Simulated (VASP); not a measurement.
# TiC (I4/mmm) in VASP: a series of runs

The runs below take TiC through single point, with PBEsol.

Everything below comes from runs of VASP 6.6.1. Logs are shortened: lines on timing, memory, paths and dates and some standing lists are left out, and cuts for length are marked.

### Step 1. The cell of the first run

The structure is tetragonal, space group I4/mmm (No. 139). The conventional cell has a = 2.914 Å, b = 2.914 Å, c = 4.376 Å, α = 90.00°, β = 90.00°, γ = 90.00°. Within 2.7 Å of Ti (site symmetry 4/mmm) lie 6 C at 2.06 to 2.19 Å. Within 2.7 Å of C (site symmetry 4/mmm) lie 6 Ti at 2.06 to 2.19 Å.

### Step 2. Single point, PBEsol (biaxial strain in the a-b plane: -4.0 %, then relaxed in part)

The input, INCAR:

```
SYSTEM = TiC
PREC = Accurate ; ENCUT = 520
EDIFF = 1E-7 ; ISMEAR = 0
SIGMA = 0.1 ; LREAL = .FALSE.
LASPH = .TRUE. ; NELM = 80
ALGO = Normal ; ISIF = 2
LWAVE = .FALSE. ; LCHARG = .TRUE.
GGA = PS ; LELF = .TRUE.
LVHAR = .TRUE. ; NBANDS = 24
```

The input, KPOINTS:

```
Automatic mesh
0
G
  18 18 12
  0 0 0
```

The input, POSCAR:

```
TiC
1.0
    2.0608191963      2.0608191963      0.0000000000
   -2.0608191963      2.0608191963      0.0000000000
    0.0000000000      0.0000000000      4.3757318833
Ti C
2 2
Direct
    0.0000000000      0.0000000000      0.0000000000
    0.5000000000      0.5000000000      0.5000000000
    0.5000000000      0.5000000000      0.0000000000
    0.0000000000      0.0000000000      0.5000000000
```

Potentials or basis: VASP PAW PBE potentials, release 64 (Ti_sv, C).

On the command line:

```console
> cat potpaw_PBE.64/Ti_sv/POTCAR potpaw_PBE.64/C/POTCAR > POTCAR
> mpirun -np 1 vasp_std > vasp.out
```

OUTCAR:

```text
SYSTEM = TiC
   PREC = Accurate
   ENCUT = 520
   EDIFF = 1E-7
   ISMEAR = 0
   LREAL = .FALSE.
   LASPH = .TRUE.
   NELM = 80
   ISIF = 2
   GGA = PS

 ion  position               nearest neighbor table
   1  0.000  0.000  0.000-   3 2.06   3 2.06   3 2.06   3 2.06   4 2.19   4 2.19
   2  0.500  0.500  0.500-   4 2.06   4 2.06   4 2.06   4 2.06   3 2.19   3 2.19
   3  0.500  0.500  0.000-   1 2.06   1 2.06   1 2.06   1 2.06   2 2.19   2 2.19
   4  0.000  0.000  0.500-   2 2.06   2 2.06   2 2.06   2 2.06   1 2.19   1 2.19

  LATTYP: Found a simple tetragonal cell.
 ALAT       =     2.9144384570
 C/A-ratio  =     1.5013979358

  Lattice vectors:

 A1 = (   2.0608191963,   2.0608191963,   0.0000000000)
 A2 = (  -2.0608191963,   2.0608191963,   0.0000000000)
 A3 = (   0.0000000000,   0.0000000000,   4.3757318833)

Analysis of symmetry for initial positions (statically):
=====================================================================
 Subroutine PRICEL returns following result:

  LATTYP: Found a body centered tetragonal cell.
 ALAT       =     2.9144384570
 C/A-ratio  =     1.5013979358

  Lattice vectors:

 A1 = (   2.0608191963,   0.0000000000,  -2.1878659417)
 A2 = (  -2.0608191963,   0.0000000000,  -2.1878659416)
 A3 = (   0.0000000000,   2.0608191963,   2.1878659416)

   2 primitive cells build up your supercell.

 Routine SETGRP: Setting up the symmetry group for a
 simple tetragonal supercell.

 Subroutine GETGRP returns: Found 16 space group operations
 (whereof 16 operations were pure point group operations)
 out of a pool of 16 trial point group operations.

The static configuration has the point symmetry D_4h.

Analysis of symmetry for dynamics (positions and initial velocities):
=====================================================================
 Subroutine PRICEL returns following result:

  LATTYP: Found a body centered tetragonal cell.
 ALAT       =     2.9144384570
 C/A-ratio  =     1.5013979358

  Lattice vectors:

 A1 = (   2.0608191963,   0.0000000000,  -2.1878659417)
 A2 = (  -2.0608191963,   0.0000000000,  -2.1878659416)
 A3 = (   0.0000000000,   2.0608191963,   2.1878659416)

   2 primitive cells build up your supercell.

 Routine SETGRP: Setting up the symmetry group for a
 simple tetragonal supercell.

 Subroutine GETGRP returns: Found 16 space group operations
 (whereof 16 operations were pure point group operations)
 out of a pool of 16 trial point group operations.

The dynamic configuration has the point symmetry D_4h.

 Subroutine INISYM returns: Found 16 space group operations
 (whereof 16 operations are pure point group operations),
 and found     2 'primitive' translations

----------------------------------------------------------------------------------------

                                     Primitive cell

  volume of cell :      18.5836

  direct lattice vectors                    reciprocal lattice vectors
     2.060819196  0.000000000 -2.187865942     0.242621964  0.242621964 -0.228533198
    -2.060819196  0.000000000 -2.187865942    -0.242621964  0.242621964 -0.228533198
     0.000000000  2.060819196  2.187865942     0.000000000  0.485243927  0.000000000

  length of vectors
     3.005616931  3.005616931  3.005616931     0.412259939  0.412259939  0.485243927

  position of ions in fractional coordinates (direct lattice)
     0.000000000  0.000000000  0.000000000
     0.500000000  0.500000000  0.000000000

  ion indices of the primitive-cell ions
   primitive index   ion index
                 1           1
                 2           4

----------------------------------------------------------------------------------------

 KPOINTS: Automatic mesh

Automatic generation of k-mesh.
 Grid dimensions read from file:
 generate k-points for:   18   18   12

 Generating k-lattice:

  Cartesian coordinates                     Fractional coordinates (reciprocal lattice)
     0.013478998  0.013478998  0.000000000     0.055555556  0.000000000  0.000000000
    -0.013478998  0.013478998  0.000000000     0.000000000  0.055555556  0.000000000
     0.000000000  0.000000000  0.019044433     0.000000000  0.000000000  0.083333333

  Length of vectors
     0.019062182  0.019062182  0.019044433

  Shift w.r.t. Gamma in fractional coordinates (k-lattice)
     0.000000000  0.000000000  0.000000000

 Subroutine IBZKPT returns following result:
 ===========================================

 Found    385 irreducible k-points:

 Following reciprocal coordinates:
            Coordinates               Weight
  0.000000  0.000000  0.000000      1.000000
  0.055556  0.000000  0.000000      4.000000
  0.111111  0.000000  0.000000      4.000000
  0.166667  0.000000  0.000000      4.000000
  0.222222  0.000000  0.000000      4.000000
  0.277778  0.000000  0.000000      4.000000
[... 16 lines left out ...]
  0.277778  0.111111  0.000000      8.000000
  0.333333  0.111111  0.000000      8.000000
 [... further k-points ...]
   k-points           NKPTS =    385   k-points in BZ     NKDIM =    385   number of bands    NBANDS=     24
   number of dos      NEDOS =    301   number of ions     NIONS =      4
   total plane-waves  NPLWV =  20736
   dimension x,y,z NGX =    24 NGY =   24 NGZ =   36
   dimension x,y,z NGXF=    48 NGYF=   48 NGZF=   72
   ions per type =               2   2
   NGX,Y,Z   is equivalent  to a cutoff of  13.69, 13.69, 13.68 a.u.
   NGXF,Y,Z  is equivalent  to a cutoff of  27.38, 27.38, 27.35 a.u.
 SYSTEM =  TiC
   PREC   = accura    normal or accurate (medium, high low for compatibility)
   ISTART =      0    job   : 0-new  1-cont  2-samecut
   ICHARG =      2    charge: 1-file 2-atom 10-const
   ISPIN  =      1    spin polarized calculation?
   LNONCOLLINEAR =      F non collinear calculations
   LSORBIT =      F    spin-orbit coupling
   LASPH  =      T    aspherical Exc in radial PAW
   ENCUT  =  520.0 eV  38.22 Ry    6.18 a.u.   5.42  5.42  8.14*2*pi/ulx,y,z
   NELM   =     80;   NELMIN=  2; NELMDL= -5     # of ELM steps
   EDIFF  = 0.1E-06   stopping-criterion for ELM
   LREAL  =      F    real-space projection
   EDIFFG = 0.1E-05   stopping-criterion for IOM
   NSW    =      0    number of steps for IOM
   IBRION =     -1    ionic relax: 0-MD 1-quasi-New 2-CG
   NFREE  =      0    steps in history (QN), initial steepest desc. (CG)
   ISIF   =      2    stress and relaxation
   ISYM   =      2    0-nonsym 1-usesym 2-fastsym
   POTIM  = 0.5000    time-step for ionic-motion
   TEBEG  =    0.0;   TEEND  =   0.0 temperature during run
   PSTRESS=    0.0 pullay stress
   NELECT =      32.0000    total number of electrons
   NUPDOWN=      -1.0000    fix difference up-down
   EMIN   =  10.00;   EMAX   =-10.00  energy-range for DOS
   EFERMI =   0.00;   METHOD = LEGACY
   ISMEAR =     0;   SIGMA  =   0.10  broadening in eV -4-tet -1-fermi 0-gaus
   EFERMI_NEDOS =   21; number of points for ismear=-14 and -15
   IALGO  =     38    algorithm
   IMIX   =      4    mixing-type and parameters
     AMIX     =   0.40;   BMIX     =  1.00
     AMIX_MAG =   1.60;   BMIX_MAG =  1.00
  volume/ion in A,a.u.               =       9.29        62.70
  Fermi-wavevector in a.u.,A,eV,Ry     =   1.557416  2.943090 33.001542  2.425545
  Thomas-Fermi vector in A             =   2.661070
   LORBIT       =      0    0 simple, 1 ext, 2 COOP (PROOUT), +10 PAW based schemes
   GGA     = PS    functional components
   LHFCALC =     F    Hartree Fock is set to
   AEXX    =    0.0000 exact exchange contribution
   IVDW    =     0    specifies the selected vdW correction
   LEPSILON=     F    determine dielectric tensor
   LRPA    =     F    only Hartree local field effects (RPA)
 non-spin polarized calculation
 Gauss-broadening in eV      SIGMA  =   0.10
  energy-cutoff  :      520.00
  volume of cell :       37.17
 maximum number of plane-waves:      1022
 NGX is ok and might be reduce to    24
   NGX = 11   NGY = 11   NGZ = 17

 number of electron      32.0000013 magnetization

 Free energy of the ion-electron system (eV)
  ---------------------------------------------------
  ext. energy  EPLUGINS =         0.00000000
  ---------------------------------------------------
  free energy    TOTEN  =       -39.31756677 eV

  energy without entropy =      -39.31465805  energy(sigma->0) =      -39.31611241

 E-fermi :  10.3964     XC(G=0): -13.3216

 val. band max:       10.3945285676   @ k =   0.1111   0.0000   0.0000
 cond. band min:      10.4023940577   @ k =   0.1111   0.0556   0.0000
 fundamental gap:      0.0078654901
 Fermi energy:        10.3963636659

 k-point     1 :       0.0000    0.0000    0.0000
  band No.  band energies     occupation
      1     -45.6776      2.00000
      2     -45.5472      2.00000
      3     -22.3922      2.00000
      4     -21.9186      2.00000
      5     -21.9186      2.00000
      6     -21.7990      2.00000
[... 16 lines left out ...]
     23      13.4557      0.00000
     24      14.3310      0.00000

 k-point     2 :       0.0556    0.0000    0.0000
  band No.  band energies     occupation
      1     -45.6752      2.00000
      2     -45.5467      2.00000
      3     -22.3864      2.00000
      4     -21.9313      2.00000
      5     -21.9152      2.00000
      6     -21.8021      2.00000
[... 16 lines left out ...]
     23      13.7720      0.00000
     24      14.3122      0.00000

 k-point     3 :       0.1111    0.0000    0.0000
  band No.  band energies     occupation
      1     -45.6683      2.00000
      2     -45.5455      2.00000
      3     -22.3693      2.00000
      4     -21.9676      2.00000
      5     -21.9054      2.00000
      6     -21.8115      2.00000
[... 16 lines left out ...]
     23      14.4350      0.00000
     24      14.5044      0.00000
[... 514 lines left out ...]
 k-point    23 :       0.2778    0.1111    0.0000
  band No.  band energies     occupation
      1     -45.6188      2.00000
      2     -45.5395      2.00000
      3     -22.2445      2.00000
      4     -22.1486      2.00000
      5     -22.0388      2.00000
      6     -21.8903      2.00000
[... 16 lines left out ...]
     23      14.6805      0.00000
     24      16.1680      0.00000

 k-point    24 :       0.3333    0.1111    0.0000
  band No.  band energies     occupation
      1     -45.6023      2.00000
      2     -45.5406      2.00000
      3     -22.2094      2.00000
      4     -22.1975      2.00000
      5     -22.1248      2.00000
      6     -21.9174      2.00000
[... 16 lines left out ...]
     23      14.9140      0.00000
     24      15.9582      0.00000

 [... further k-points ...]
[... 5 lines left out ...]
  --------------------------------------------------------------------------------------
  -------------------------------------------------------------------------------------
  Total        7.3443770      7.3443770      0.0351132      0.0000000     -0.0000000      0.0000000
  in kB      316.5957389    316.5957389      1.5136328      0.0000000     -0.0000000      0.0000000
  external PRESSURE =     211.5683702 kB  Pullay stress =       0.0000000 kB

 VOLUME and BASIS-vectors are now :
 -----------------------------------------------------------------------------
  energy-cutoff  :      520.00
  volume of cell :       37.17
      direct lattice vectors                 reciprocal lattice vectors
     2.060819196  2.060819196  0.000000000     0.242621964  0.242621964  0.000000000
    -2.060819196  2.060819196  0.000000000    -0.242621964  0.242621964  0.000000000
     0.000000000  0.000000000  4.375731883     0.000000000  0.000000000  0.228533198

 POSITION                                       TOTAL-FORCE (eV/Angst)
 -----------------------------------------------------------------------------------
      0.00000      0.00000      0.00000         0.000000      0.000000      0.000000
      0.00000      2.06082      2.18787         0.000000     -0.000000     -0.000000
      0.00000      2.06082      0.00000        -0.000000      0.000000      0.000000
      0.00000      0.00000      2.18787        -0.000000      0.000000      0.000000
 -----------------------------------------------------------------------------------
    total drift:                               -0.000000      0.000000     -0.000000

  FREE ENERGIE OF THE ION-ELECTRON SYSTEM (eV)
  ---------------------------------------------------
  free  energy   TOTEN  =       -39.3175667686 eV

  energy  without entropy=      -39.3146580545  energy(sigma->0) =      -39.31611241
```

It took 3 min on 1 thread of Intel Xeon 6975P-C (Granite Rapids), shared host; peak memory 0.39 GiB.

Results:

- Free energy: -39.3176 eV
- Pressure: 21.2 GPa
- Band gap on the k mesh: zero (bands 16 and 17 overlap by 1.46 eV)

Stress tensor (GPa, compression positive):
```
31.66  0.00  0.00
 0.00 31.66  0.00
 0.00  0.00  0.15
```

Caveat: the cell differs from its parent crystal (biaxial strain in the a-b plane: -4.0 %, then relaxed in part); the stress differs along the axes, from 0 to 32 GPa; the PAW data sets were made with another functional, which shifts forces and pressure a little.

### Step 3. Single point, PBEsol (biaxial strain in the a-b plane: -4.0 %)

The input, INCAR:

```
  ALGO = Normal
  EDIFF = 1E-6
  ENCUT = 520
  GGA = PS
  ISIF = 2
  ISMEAR = 0
  LASPH = T
  LCHARG = F
  LREAL = F
  LWAVE = F
  NBANDS = 24
  NELM = 80
  PREC = Accurate
  SIGMA = 0.1
```

The input, KPOINTS:

```
k-points
0
Gamma
  18 18 12
```

Changes to POSCAR since step 2:

```diff
@@ -4,3 +4,3 @@
    -2.0608191963      2.0608191963      0.0000000000
-    0.0000000000      0.0000000000      4.3757318833
+    0.0000000000      0.0000000000      4.3964142855
 Ti C
```

Potentials or basis: VASP PAW PBE potentials, release 64 (Ti_sv, C).

On the command line:

```console
> cat potpaw_PBE.64/Ti_sv/POTCAR potpaw_PBE.64/C/POTCAR > POTCAR
> mpirun -np 1 vasp_std > vasp.out
```

It took 2.7 min on 1 thread of Intel Xeon 6975P-C (Granite Rapids), shared host; peak memory 0.39 GiB.

It converged, with:

```yaml
Free_energy: -39.3165 eV
Pressure: 19.9 GPa
Band_gap_on_the_k_mesh: zero (bands 16 and 17 overlap by 1.49 eV)
```

Stress tensor (GPa, compression positive):
```
30.98  0.00  0.00
 0.00 30.98  0.00
 0.00  0.00 -2.22
```

Levels at points of the mesh, in eV from the Fermi level:
```csv
k point,band 14,band 15,band 16,band 17,band 18,band 19
"(0.00, 0.00, 0.00)",0.39,0.39,0.88,0.88,1.53,1.59
"(0.50, 0.00, 0.00)",-3.31,-2.91,-2.91,2.50,2.50,3.58
"(0.50, 0.50, 0.00)",-1.98,-0.16,-0.16,-0.05,-0.05,3.01
"(0.00, 0.00, 0.50)",-0.91,0.03,0.03,0.03,0.03,2.59
"(0.50, 0.00, 0.50)",-3.31,-3.16,-3.16,3.13,3.13,3.42
"(0.50, 0.50, 0.50)",-3.05,-2.66,-2.66,2.56,2.56,2.56
```

Caveat: the cell differs from its parent crystal (biaxial strain in the a-b plane: -4.0 %); the stress differs along the axes, from -2 to 31 GPa; the PAW data sets were made with another functional, which shifts forces and pressure a little.

### Step 4. Single point, PBEsol (biaxial strain in the a-b plane: -2.0 %, then relaxed in part)

The input, INCAR:

```
ALGO     = Normal         # electronic algorithm
EDIFF    = 1E-7           # SCF threshold, eV
ENCUT    = 520            # plane-wave cutoff, eV
GGA      = PS             # functional
ISIF     = 2              # what is computed and relaxed
ISMEAR   = 0              # smearing method
LASPH    = True           # aspherical terms in the spheres
LCHARG   = False          # write CHGCAR
LREAL    = False          # projectors in reciprocal space
LWAVE    = False          # write WAVECAR
NBANDS   = 24             # bands
NELM     = 60             # most SCF steps
PREC     = Accurate       # precision mode
SIGMA    = 0.1            # smearing width, eV
```

KPOINTS is that of step 3.

The input, POSCAR:

```
TiC
1.0
    2.1037529296      2.1037529296      0.0000000000
   -2.1037529296      2.1037529296      0.0000000000
    0.0000000000      0.0000000000      4.3333462057
Ti C
2 2
Direct
    0.0000000000      0.0000000000      0.0000000000
    0.5000000000      0.5000000000      0.5000000000
    0.5000000000      0.5000000000      0.0000000000
    0.0000000000      0.0000000000      0.5000000000
```

On the command line:

```console
> cat potpaw_PBE.64/Ti_sv/POTCAR potpaw_PBE.64/C/POTCAR > POTCAR
> mpirun -np 1 vasp_std > vasp.out
```

Wall time 2.9 min (1 thread of Intel Xeon 6975P-C (Granite Rapids), shared host); peak memory 0.39 GiB.

The run converged. Its results:

```
Free energy            : -39.5372 eV
Pressure               : 9.5 GPa
Band gap on the k mesh : zero (bands 16 and 17 overlap by 1.27 eV)
```

Stress tensor (GPa, compression positive):
```
14.19  0.00  0.00
 0.00 14.19  0.00
 0.00  0.00  0.20
```

Levels at points of the mesh, in eV from the Fermi level:
```csv
k point,band 12,band 13,band 14,band 15,band 16,band 17,band 18,band 19,band 20,band 21
"(0.00, 0.00, 0.00)",-1.82,0.18,0.18,0.52,0.76,0.76,1.68,1.70,1.82,1.82
"(0.50, 0.00, 0.00)",-4.68,-3.03,-3.03,-2.77,-2.77,2.34,2.34,3.45,3.45,4.38
"(0.50, 0.50, 0.00)",-3.36,-1.87,-1.87,-0.07,-0.07,-0.03,-0.03,2.94,2.94,3.71
"(0.00, 0.00, 0.50)",-3.59,-0.79,-0.79,-0.22,-0.22,-0.22,-0.22,2.43,2.43,3.89
"(0.50, 0.00, 0.50)",-6.15,-3.13,-3.13,-3.07,-3.07,3.08,3.08,3.22,3.22,4.46
"(0.50, 0.50, 0.50)",-3.15,-3.15,-3.15,-2.73,-2.73,2.75,2.75,2.75,2.75,3.92
```

Caveat: the cell differs from its parent crystal (biaxial strain in the a-b plane: -2.0 %, then relaxed in part); the stress differs along the axes, from 0 to 14 GPa; the PAW data sets were made with another functional, which shifts forces and pressure a little.

### Step 5. Overview

| cell | gap on the mesh (eV) | pressure (GPa) |
| --- | --- | --- |
| a = 2.914, b = 2.914, c = 4.376 Å, 4 atoms | none | 21.2 |
| a = 2.914, b = 2.914, c = 4.396 Å, 4 atoms | none | 19.9 |
| a = 2.975, b = 2.975, c = 4.333 Å, 4 atoms | none | 9.5 |

Alike in all rows: task single point; level PBEsol; potentials or basis VASP PAW PBE potentials, release 64 (Ti_sv, C); no spin polarisation; k mesh 18 × 18 × 12; cutoff (eV) 520; smearing gaussian 0.1 eV.

Caveats: the PAW data sets were made with another functional, which shifts forces and pressure a little; the stress differs along the axes, from 0 to 32 GPa (at least some runs); the stress differs along the axes, from -2 to 31 GPa (at least some runs); the stress differs along the axes, from 0 to 14 GPa (at least some runs).

Absolute energies hang on the potentials; compare differences alone.

The gap in the log of VASP goes by the Fermi energy; the results here count the filled bands.